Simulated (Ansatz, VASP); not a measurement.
## HfN: VASP beside Ansatz

Contents of INCAR:

```
  PREC = Accurate
  ENCUT = 520
  EDIFF = 1E-6
  ISMEAR = 0
  SIGMA = 0.05
  LREAL = False
  LASPH = True
  NELM = 100
  ALGO = Normal
  ISIF = 2
  LWAVE = False
  LCHARG = False
  GGA = PS
  NBANDS = 23
```

File KPOINTS:

```
regular mesh
0
Gamma
  10 10 10
```

Contents of POSCAR:

```
HfN
1.0
    1.5768155150     -5.4005224154      0.0236522327
    1.5768155150      5.4005224154      0.0236522327
    0.0461816385      0.0000000000      3.0787759002
Hf N
2 2
Direct
    0.8551425796      0.1448574204      0.2500000000
    0.1448574204      0.8551425796      0.7500000000
    0.6500840151      0.3499159849      0.2500000000
    0.3499159849      0.6500840151      0.7500000000
```

Input for Ansatz:

```yaml
crystal:
  lattice:
    - [1.576815515, -5.4005224154, 0.0236522327]
    - [1.576815515, 5.4005224154, 0.0236522327]
    - [0.0461816385, 0.0, 3.0787759002]
  atoms:
    - { symbol: Hf, position: [0.8551425796, 0.1448574204, 0.25] }
    - { symbol: Hf, position: [0.1448574204, 0.8551425796, 0.75] }
    - { symbol: "N", position: [0.6500840151, 0.3499159849, 0.25] }
    - { symbol: "N", position: [0.3499159849, 0.6500840151, 0.75] }
basis:
  ecutwfc: 420
  ecutrho_ratio: 4
kpoints:
  mp_grid: { grid: [10, 10, 10] }
hamiltonian:
  xc: pbesol
scf:
  occupations: { method: gaussian, width: 0.05 }
output:
  forces: true
  stress: true
  eigenvalues: true
```

Change from the starting cell: strain e5 = +0.03, atoms carried along.

Alike in both runs: task single point; functional PBEsol; k mesh 10 × 10 × 10; occupations gaussian, width 0.05 eV; no spin polarisation.

|  | VASP | Ansatz |
| --- | --- | --- |
| version | VASP 6.6.1 | Ansatz 0.2.0 |
| potentials or method | VASP PAW PBE potentials, release 64 (Hf_pv, N), cutoff 520 eV | scalar-relativistic, plane waves, PAW |
| valence electrons in the cell | 30 | 62 |

VASP gave:

| Quantity | Value |
| --- | --- |
| pressure (GPa) | -1.0 |
| traceless stress, the component that is largest in VASP (GPa) | -7.13 |
| rms of the force components (eV/Å) | 0.028 |

Question: What did Ansatz give for the same quantities?

Answer: Pressure (GPa): 0.5; traceless stress, the component that is largest in VASP (GPa): -7.14; rms of the force components (eV/Å): 0.009.

VASP's potentials were made for PBE, not for PBEsol. Atom by atom the forces differ by 0.035 eV/Å (rms over components). The functional is the same, so the differences come from potentials, cutoffs and numerics. VASP's potentials hold 30 valence electrons a cell and Ansatz's 62, so a difference there can come from the potentials and not from the codes.

Spin-orbit coupling is off throughout.
